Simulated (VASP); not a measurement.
Input of a VASP 6.6.1 run:

File INCAR:

```
SYSTEM = Ga
  PREC = Accurate
  ENCUT = 520
  EDIFF = 1E-6
  ISMEAR = 1
  SIGMA = 0.3
  LREAL = .FALSE.
  LASPH = .TRUE.
  NELM = 100
  ALGO = Normal
  ISIF = 2
  LWAVE = .FALSE.
  LCHARG = .TRUE.
  GGA = PE
  LELF = .TRUE.
  LVHAR = .TRUE.
  NBANDS = 34
```

Contents of KPOINTS:

```
regular mesh
0
G
  8 8 7
  0 0 0
```

File POSCAR:

```
Ga
1.0
    2.3107968683     -3.8729233244      0.0000000000
    2.3107968683      3.8729233244      0.0000000000
    0.0000000000      0.0000000000      4.5463111460
Ga
4
Direct
    0.8442122196      0.1557877804      0.0839449706
    0.6557877804      0.3442122196      0.5839449706
    0.1557877804      0.8442122196      0.9160550294
    0.3442122196      0.6557877804      0.4160550294
```

Potentials or basis: VASP PAW PBE potentials, release 64 (Ga_d).

Command:

```console
$ cat potpaw_PBE.64/Ga_d/POTCAR > POTCAR
$ mpirun -np 1 vasp_std > vasp.out
```

(1) Predict the band gap on the k mesh.

(2) What does it give for the largest force?

(3) Predict the pressure.

Results:

(1) zero (bands 26 and 27 overlap by 0.88 eV).

(2) 0.006 eV/Å.

(3) 0.1 GPa.

Caveat: so wide a smearing shifts energies and pressures.
